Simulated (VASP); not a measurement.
The system is AlAs.

```
Al As
1.0
     0.00000    2.83050    2.83050
     2.83050    0.00000    2.83050
     2.83050    2.83050    0.00000
Al As
1 1
Direct
  0.00000 0.00000 0.00000
  0.25000 0.25000 0.25000
```

Base run:

- Program: VASP 6.6.1
- Functional: PBE
- Potentials or basis: VASP PAW PBE potentials, release 64 (Al, As)
- Cutoff: 500 eV
- k mesh: 6 × 6 × 6
- Occupations: gaussian, width 0.01 eV
- Spin: no spin polarisation

Its results: band gap on the k mesh 1.43 eV, indirect (least direct gap 2.06 eV); pressure 2.8 GPa.

Problem. After a change of settings the same cell gave: band gap on the k mesh 1.26 eV, indirect (least direct gap 2.03 eV); pressure 8.0 GPa. Which change was it?
A. k mesh from 6 × 6 × 6 to 4 × 4 × 4
B. k mesh from 6 × 6 × 6 to 8 × 8 × 8
C. k mesh from 6 × 6 × 6 to 2 × 2 × 2

Solution. C.

Caveats: some runs use coarse meshes.
